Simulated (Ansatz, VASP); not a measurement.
## One calculation of Ga3Se, two programs

```xyz
4
Lattice="4.4325 0.0000 0.0000 0.0000 4.4325 0.0000 0.0000 0.0000 4.4325" Properties=species:S:1:pos:R:3 pbc="T T T"
Ga    0.0000    2.2162    2.2162
Ga    2.2162    0.0000    2.2162
Ga    2.2162    2.2162    0.0000
Se    0.0000    0.0000    0.0000
```

Alike in both runs: task relaxation of cell and atoms; functional PBEsol; dispersion D3(BJ); k mesh 10 × 10 × 10; occupations gaussian, width 0.1 eV; no spin polarisation.

|  | VASP | Ansatz |
| --- | --- | --- |
| version | VASP 6.6.1 | Ansatz 0.2.0 |
| potentials or method | VASP PAW PBE potentials, release 64 (Ga_d, Se), cutoff 600 eV | scalar-relativistic, plane waves, PAW |
| valence electrons in the cell | 45 | 55 |

|  | VASP | Ansatz | Ansatz less VASP |
| --- | --- | --- | --- |
| gap on the k mesh at the Fermi level, each at its own relaxed structure (eV) | none | none | - |
| relaxed volume (Å³/atom) | 18.87 | 18.85 | -0.014 |
| relaxed cell length with the largest relative difference (Å) | 4.226 | 4.225 | -0.0011 |

VASP's potentials were made for PBE, not for PBEsol. A gap of «none» marks a metal or a gap that the smearing closes. VASP's potentials hold 45 valence electrons a cell and Ansatz's 55, so a difference there can come from the potentials and not from the codes.
